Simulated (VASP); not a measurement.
Here is a VASP 6.6.1 calculation.

The input INCAR:

```
PREC = Accurate ; ENCUT = 520
EDIFF = 1E-6 ; ISMEAR = 0
SIGMA = 0.05 ; LREAL = F
LASPH = T ; NELM = 100
ALGO = Normal ; ISIF = 2
LWAVE = F ; LCHARG = T
GGA = PS ; LELF = T
LVHAR = T ; NBANDS = 20
```

Contents of KPOINTS:

```
Automatic mesh
0
Gamma
  6 6 4
```

POSCAR

```
SnSe2
1.0
    3.8109987816      0.0000000000      0.0000000000
   -1.9054993908      3.3004217586      0.0000000000
    0.0000000000      0.0000000000      6.1370000000
Sn Se
1 2
Direct
    0.0000000000      0.0000000000      0.0000000000
    0.3772334420      0.6988037767      0.2500000000
    0.6666666667      0.3333333333      0.7500000000
```

Potentials or basis: VASP PAW PBE potentials, release 64 (Sn_d, Se).

Command:

```bash
$ cat potpaw_PBE.64/Sn_d/POTCAR potpaw_PBE.64/Se/POTCAR > POTCAR
$ mpirun -np 1 vasp_std > vasp.out
```

(1) Predict the largest force.

(2) Estimate the band gap on the k mesh.

Results:

(1) 0.954 eV/Å.

(2) 0.63 eV, indirect (least direct gap 0.97 eV).

Caveat: the cell differs from its parent crystal (atom 2 (Se) moved by (+0.150, +0.000) A along [1 1 0] and z); the PAW data sets were made with another functional, which shifts forces and pressure a little; spin-orbit coupling is left out, which moves the levels of the heavy elements.
